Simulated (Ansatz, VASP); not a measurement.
SnTe in VASP and in Ansatz

```xyz
2
Lattice="0.0000 3.1138 3.1138 3.1138 0.0000 3.1138 3.1138 3.1138 0.0000" Properties=species:S:1:pos:R:3 pbc="T T T"
Sn    0.0000    0.0000    0.0000
Te    3.1138    3.1138    3.1138
```

Change from the starting cell: volume scaled by 0.96, crystal datasets.

Alike in both runs: task electric field gradients; functional LDA; k mesh 11 × 11 × 11; occupations fermi-dirac, width 0.08 eV; no spin polarisation.

|  | VASP | Ansatz |
| --- | --- | --- |
| version | VASP 6.6.1 | Ansatz 0.2.0 |
| potentials or method | VASP PAW LDA potentials, release 64 (Sn_d, Te), cutoff 520 eV | all-electron PAW with datasets made for the crystal, scalar-relativistic |

```csv
,VASP,Ansatz,Ansatz less VASP
pressure (GPa),0.3,0.2,-0.05
```

LDA's correlation is that of Perdew and Zunger in VASP and of Perdew and Wang (1992) in Ansatz. Ansatz ran all-electron here, and VASP with PAW potentials.

Neither program's run includes spin-orbit coupling.
